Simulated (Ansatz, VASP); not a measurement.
# Two plane-wave programs on Be4Se3

```xyz
7
Lattice="4.3811 0.0000 0.0000 -2.1905 3.7941 0.0000 0.0000 0.0000 7.6875" Properties=species:S:1:pos:R:3 pbc="T T T"
Be    0.0000    2.5294    3.0888
Be    2.1905    1.2647    3.0888
Be    0.0000    0.0000    2.5096
Be    0.0000    0.0000    6.0476
Se    0.0000    2.5294    5.3832
Se    2.1905    1.2647    5.3832
Se    0.0000    0.0000    0.4626
```

Alike in both runs: functional PBE; k mesh 4 × 4 × 2; occupations gaussian, width 0.2 eV; no spin polarisation.

Ansatz relaxed the structure, and its values are those at the end. VASP's run is a single point on that final structure, the one shown.

|  | VASP | Ansatz |
| --- | --- | --- |
| version | VASP 6.6.1 | Ansatz 0.2.0 |
| potentials or method | VASP PAW PBE potentials, release 64 (Be, Se), cutoff 520 eV | scalar-relativistic, plane waves, PAW |
| valence electrons in the cell | 26 | 56 |

|  | VASP | Ansatz | Ansatz less VASP |
| --- | --- | --- | --- |
| gap on the k mesh at the Fermi level (eV) | none | none | - |
| pressure (GPa) | 0.1 | 0.0 | -0.11 |
| rms of the force components (eV/Å) | 0.011 | 0.004 | -0.0070 |

A gap of «none» marks a metal or a gap that the smearing closes. VASP's potentials hold 26 valence electrons a cell and Ansatz's 56, so a difference there can come from the potentials and not from the codes.

The k mesh is coarse, so the values compare programs but aren't converged.
